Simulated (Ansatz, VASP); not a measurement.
# Two plane-wave programs on Mg2Si3N3

```
Mg Si N
1.0
     2.28695    1.32037    5.93821
    -2.28695    1.32037    5.93821
     0.00000   -2.64074    5.93821
Mg Si N
2 3 3
Direct
  0.18893 0.18893 0.18893
  0.81107 0.81107 0.81107
  0.50000 0.50000 0.00000
  0.00000 0.50000 0.50000
  0.50000 0.00000 0.50000
  0.50000 0.50000 0.50000
  0.07101 0.07101 0.07101
  0.92899 0.92899 0.92899
```

Change from the starting cell: species swapped into the K3Sb2Au3 type (R-3m, No. 166).

Alike in both runs: functional PBE; k mesh 4 × 4 × 4; occupations gaussian, width 0.2 eV; no spin polarisation.

Ansatz relaxed the structure, and its values are those at the end. VASP's run is a single point on that final structure, the one shown.

```csv
,VASP,Ansatz
version,VASP 6.6.1,Ansatz 0.2.0
potentials or method,"VASP PAW PBE potentials, release 64 (Mg, Si, N), cutoff 600 eV","scalar-relativistic, plane waves, PAW"
valence electrons in the cell,31,47
```

|  | VASP | Ansatz | Ansatz less VASP |
| --- | --- | --- | --- |
| gap on the k mesh at the Fermi level (eV) | none | none | - |
| pressure (GPa) | -0.1 | 0.2 | +0.29 |
| rms of the force components (eV/Å) | 0.005 | 0.003 | -0.0021 |

A gap of «none» marks a metal or a gap that the smearing closes. VASP's potentials hold 31 valence electrons a cell and Ansatz's 47, so a difference there can come from the potentials and not from the codes.

The k mesh is coarse, so the values compare programs but aren't converged.
